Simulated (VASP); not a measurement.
Here is a VASP 6.6.1 calculation.

The input POSCAR:

```
Si7Ge
1.0
    5.4653950700      0.0000000000      0.0000000000
    0.0000000000      5.4653950700      0.0000000000
    0.0000000000      0.0000000000      5.4653950700
Si Ge
7 1
Direct
    0.2526152100      0.2526152100      0.2526152100
    0.0000000000      0.5000000000      0.5000000000
    0.5000000000      0.5000000000      0.0000000000
    0.5000000000      0.0000000000      0.5000000000
    0.7473847900      0.2526152100      0.7473847900
    0.7473847900      0.7473847900      0.2526152100
    0.2526152100      0.7473847900      0.7473847900
    0.0000000000      0.0000000000      0.0000000000
```

Contents of INCAR.step1:

```
PREC = Accurate
ENCUT = 520
ISMEAR = 0
SIGMA = 0.1
LREAL = False
LASPH = True
NELM = 60
NBANDS = 31
GGA = PE
ALGO = Normal
EDIFF = 1E-4
LWAVE = True
LCHARG = False
```

Contents of INCAR.step2:

```
PREC = Accurate
ENCUT = 520
EDIFF = 1E-7
ISMEAR = 0
SIGMA = 0.1
LREAL = False
LASPH = True
NELM = 60
ALGO = Normal
ISIF = 2
LWAVE = False
LCHARG = False
METAGGA = R2SCAN
LMIXTAU = True
NBANDS = 31
ISTART = 1
```

The input KPOINTS:

```
regular mesh
0
Gamma
  4 4 4
```

Potentials or basis: VASP PAW PBE potentials, release 64 (Si, Ge_d).

Command:

```sh
$ cat potpaw_PBE.64/Si/POTCAR potpaw_PBE.64/Ge_d/POTCAR > POTCAR
$ cp INCAR.step1 INCAR
$ mpirun -np 1 vasp_std > vasp.out
$ cp INCAR.step2 INCAR
$ mpirun -np 1 vasp_std > vasp.out
```

Q: Estimate the largest force.

A: 0.012 eV/Å.

Q: What does it give for the pressure?

A: 0.0 GPa.

Q: Estimate the band gap on the k mesh.

A: 0.59 eV, direct.

Forces on the atoms (eV/Å):
```
Si  -0.007 -0.007 -0.007
Si   0.000  0.000  0.000
Si   0.000  0.000  0.000
Si   0.000  0.000  0.000
Si   0.007 -0.007  0.007
Si   0.007  0.007 -0.007
Si  -0.007  0.007  0.007
Ge   0.000  0.000  0.000
```

Caveat: the PAW data sets were made with another functional, which shifts forces and pressure a little. A k mesh can miss the band edges.
